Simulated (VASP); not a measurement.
Input of a VASP 6.6.1 run:

INCAR

```
PREC = Accurate
ENCUT = 520
EDIFF = 1E-6
ISMEAR = -1
SIGMA = 0.05
LREAL = Auto
LASPH = True
NELM = 120
ALGO = Normal
ISIF = 2
LWAVE = False
LCHARG = False
GGA = PS
NBANDS = 241
ISYM = -1
GGA_COMPAT = False
```

File KPOINTS:

```
explicit points
1
Reciprocal
  0.25000000   0.25000000   0.25000000 1
```

File POSCAR:

```
AlN
1.0
    9.3414480000      0.0000000000      0.0000000000
    0.0000000000     10.7865750000      0.0000000000
    0.0000000000      0.0000000000      9.9670570000
Al N
47 47
Direct
    0.1638550000      0.0803680000      0.2505230000
    0.1653600000      0.0828520000      0.7485130000
    0.9998590000      0.3348890000      0.2511250000
    0.9998690000      0.3337420000      0.7482150000
    0.4998650000      0.0820930000      0.2507620000
    0.4998660000      0.0822780000      0.7483760000
    0.3028160000      0.3170930000      0.2633620000
    0.3296910000      0.3309480000      0.7395460000
    0.1663830000      0.5840110000      0.2505620000
    0.1664120000      0.5836160000      0.7486830000
    0.9998510000      0.8317790000      0.2495940000
    0.9998590000      0.8325560000      0.7492500000
    0.8358420000      0.0803530000      0.2505010000
    0.8343560000      0.0828550000      0.7485010000
    0.6969050000      0.3170540000      0.2633840000
    0.6700930000      0.3309330000      0.7395090000
    0.4998310000      0.6161030000      0.2632370000
    0.4998560000      0.5874520000      0.7392950000
    0.3306250000      0.8365580000      0.2502500000
    0.3325870000      0.8341970000      0.7486770000
    0.8333580000      0.5840290000      0.2506090000
    0.8333230000      0.5836110000      0.7486820000
    0.6690800000      0.8365580000      0.2502380000
    0.6671330000      0.8342000000      0.7486860000
    0.9998650000      0.1687240000      0.4979810000
    0.9998830000      0.1673190000      0.9980200000
    0.3337330000      0.1656530000      0.4989950000
    0.3329410000      0.1657770000      0.9967370000
    0.1685900000      0.4177270000      0.4993500000
    0.1667920000      0.4167720000      0.9963130000
    0.9999100000      0.6661690000      0.4994310000
    0.9998860000      0.6661380000      0.9985460000
    0.6660010000      0.1656610000      0.4989770000
    0.6668480000      0.1657680000      0.9967500000
    0.4999110000      0.4167550000      0.9255560000
    0.3326190000      0.6669190000      0.4991270000
    0.3329690000      0.6673130000      0.9967560000
    0.1647980000      0.9165140000      0.5000570000
    0.1658100000      0.9165140000      0.9975370000
    0.8311790000      0.4177590000      0.4993380000
    0.8329940000      0.4167590000      0.9963490000
    0.6671730000      0.6669200000      0.4991430000
    0.6668080000      0.6673010000      0.9967480000
    0.4998790000      0.9149940000      0.4985520000
    0.4998900000      0.9162950000      0.9983200000
    0.8349720000      0.9165140000      0.5000490000
    0.8339680000      0.9165110000      0.9975290000
    0.9998540000      0.1682650000      0.1901870000
    0.9998660000      0.1673740000      0.6894960000
    0.3331870000      0.1635800000      0.1876330000
    0.3326710000      0.1636520000      0.6897170000
    0.1663150000      0.4183580000      0.1871410000
    0.1649800000      0.4177730000      0.6898960000
    0.9998680000      0.6657200000      0.1894130000
    0.9998620000      0.6665310000      0.6902020000
    0.6665340000      0.1635840000      0.1876400000
    0.6670560000      0.1636410000      0.6896720000
    0.4998840000      0.4167500000      0.7320570000
    0.3307600000      0.6682410000      0.1874320000
    0.3308970000      0.6685140000      0.6896760000
    0.1647310000      0.9161720000      0.1884040000
    0.1654210000      0.9164780000      0.6907270000
    0.8333960000      0.4183670000      0.1872110000
    0.8348030000      0.4177880000      0.6898560000
    0.6689690000      0.6682240000      0.1874300000
    0.6688210000      0.6685250000      0.6896800000
    0.4998660000      0.9156950000      0.1899070000
    0.4998680000      0.9158260000      0.6897350000
    0.8350000000      0.9161910000      0.1884000000
    0.8343030000      0.9164890000      0.6907220000
    0.1645700000      0.0811290000      0.4399570000
    0.1655540000      0.0829100000      0.9396980000
    0.9997730000      0.3360820000      0.4400860000
    0.9998730000      0.3336650000      0.9394920000
    0.4998460000      0.0812010000      0.4396880000
    0.4998800000      0.0827560000      0.9395810000
    0.3187820000      0.3249220000      0.4390090000
    0.3286150000      0.3303730000      0.9403570000
    0.1659800000      0.5842270000      0.4395610000
    0.1666460000      0.5834420000      0.9396020000
    0.9998750000      0.8320750000      0.4398090000
    0.9998800000      0.8324070000      0.9398600000
    0.8351330000      0.0811390000      0.4399390000
    0.8341980000      0.0828930000      0.9396770000
    0.6808400000      0.3249940000      0.4390010000
    0.6711820000      0.3303420000      0.9403470000
    0.4998970000      0.6001260000      0.4389850000
    0.4998790000      0.5885310000      0.9402080000
    0.3303570000      0.8355710000      0.4398990000
    0.3327660000      0.8342150000      0.9396650000
    0.8338340000      0.5842890000      0.4396090000
    0.8331030000      0.5834230000      0.9396010000
    0.6693900000      0.8355560000      0.4398860000
    0.6669890000      0.8342040000      0.9396710000
```

Potentials or basis: VASP PAW PBE potentials, release 64 (Al, N).

Command:

```sh
$ cat potpaw_PBE.64/Al/POTCAR potpaw_PBE.64/N/POTCAR > POTCAR
$ mpirun -np 1 vasp_std > vasp.out
```

What does it give for the pressure?

2.3 GPa.

What does it give for the band gap on the k mesh?

1.18 eV.

Estimate the largest force.

0.049 eV/Å.

Stress tensor (GPa, compression positive):
```
 2.43  0.02 -0.01
 0.02  2.58 -0.01
-0.01 -0.01  1.80
```

Caveat: the PAW data sets were made with another functional, which shifts forces and pressure a little.
